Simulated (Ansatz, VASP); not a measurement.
**CdS: VASP beside Ansatz**

INCAR

```
PREC = Accurate ; ENCUT = 520
EDIFF = 1E-6 ; ISMEAR = -1
SIGMA = 0.08 ; LREAL = False
LASPH = True ; NELM = 100
ALGO = Normal ; ISIF = 2
LWAVE = False ; LCHARG = False
GGA = CA ; NBANDS = 16
```

File KPOINTS:

```
Automatic mesh
0
Gamma
  11 11 11
```

The input POSCAR:

```
CdS
1.0
    0.0000000000      2.6720858528      2.6720858528
    2.6720858528      0.0000000000      2.6720858528
    2.6720858528      2.6720858528      0.0000000000
Cd S
1 1
Direct
    0.0000000000      0.0000000000      0.0000000000
    0.2500000000      0.2500000000      0.2500000000
```

Input for Ansatz:

```yaml
crystal:
  lattice:
    - [0.0, 2.6720858528, 2.6720858528]
    - [2.6720858528, 0.0, 2.6720858528]
    - [2.6720858528, 2.6720858528, 0.0]
  atoms:
    - { symbol: Cd, position: [0.0, 0.0, 0.0] }
    - { symbol: S, position: [0.25, 0.25, 0.25] }
kpoints:
  mp_grid: { grid: [11, 11, 11] }
scf:
  occupations: { method: fermi_dirac, width: 0.08 }
hamiltonian:
  xc: lda
  pseudopotentials: { kind: paw }
output:
  forces: true
  stress: true
  eigenvalues: true
  populations: true
```

Change from the starting cell: volume scaled by 0.8, PAW files.

Alike in both runs: task single point; functional LDA; k mesh 11 × 11 × 11; occupations fermi-dirac, width 0.08 eV; no spin polarisation.

|  | VASP | Ansatz |
| --- | --- | --- |
| version | VASP 6.6.1 | Ansatz 0.2.0 |
| potentials or method | VASP PAW LDA potentials, release 64 (Cd, S) | PAW with Ansatz's default frozen-core files, scalar-relativistic |
| plane-wave cutoff (eV) | 520 | 420 |
| valence electrons in the cell | 18 | 26 |

```tsv
	VASP	Ansatz	Ansatz less VASP
pressure (GPa)	26.7	25.3	-1.42
```

LDA's correlation is that of Perdew and Zunger in VASP and of Perdew and Wang (1992) in Ansatz. VASP's potentials hold 18 valence electrons a cell and Ansatz's 26, so a difference there can come from the potentials and not from the codes.
